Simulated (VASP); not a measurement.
Wanted: the native input for a VASP 6.6.1 run.

| Property | Result |
| --- | --- |
| Task | single point |
| Functional | PBE |
| Potentials or basis | VASP PAW PBE potentials, release 64 (Sn_d, Se) |
| Cutoff | 520 eV |
| k mesh | 6 × 6 × 3 |
| Occupations | gaussian, width 0.01 eV |
| Spin | no spin polarisation |
| Dipole correction | no |
| Further INCAR settings | ALGO = Normal; EDIFF = 1e-07; NBANDS = 20 |

The structure of SnSe2 lies in POSCAR:

```
SnSe2
1.0
    3.7463942988      0.0000000000      0.0000000000
   -1.8731971494      3.2444728183      0.0000000000
    0.0000000000      0.0000000000      6.0319799048
Sn Se
1 2
Direct
    0.0000000000      0.0000000000      0.0000000000
    0.3333333333      0.6666666667      0.2490000000
    0.6666666667      0.3333333333      0.7510000000
```

One way to write it, as run:

INCAR

```
SYSTEM = SnSe2
ALGO     = Normal         ! electronic algorithm
EDIFF    = 1E-7           ! SCF threshold, eV
ENCUT    = 520            ! plane-wave cutoff, eV
GGA      = PE             ! functional
ISIF     = 2              ! what is computed and relaxed
ISMEAR   = 0              ! smearing method
LASPH    = .TRUE.         ! aspherical terms in the spheres
LCHARG   = .FALSE.        ! write CHGCAR
LREAL    = .FALSE.        ! projectors in reciprocal space
LWAVE    = .FALSE.        ! write WAVECAR
NBANDS   = 20             ! bands
NELM     = 100            ! most SCF steps
PREC     = Accurate       ! precision mode
SIGMA    = 0.01           ! smearing width, eV
```

KPOINTS

```
k-points
0
G
  6 6 3
  0 0 0
```

Potentials or basis: VASP PAW PBE potentials, release 64 (Sn_d, Se).

Command:

```console
$ cat potpaw_PBE.64/Sn_d/POTCAR potpaw_PBE.64/Se/POTCAR > POTCAR
$ mpirun -np 1 vasp_std > vasp.out
```

It gave:

```yaml
Pressure: 10.4 GPa
Largest_force: 1.335 eV/Å
Band_gap_on_the_k_mesh: 0.81 eV, indirect (least direct gap 1.33 eV)
```

Caveat: spin-orbit coupling is left out, which moves the levels of the heavy elements; this functional lacks dispersion, which binds the layers, so the pressure and a relaxed spacing across them are unreliable; forces of over 1 eV/Å act on the atoms, so gaps and moduli don't describe the material at rest.

Run time: 56 s on 1 thread of AMD EPYC 7R13 (shared host), peak memory 0.16 GiB.
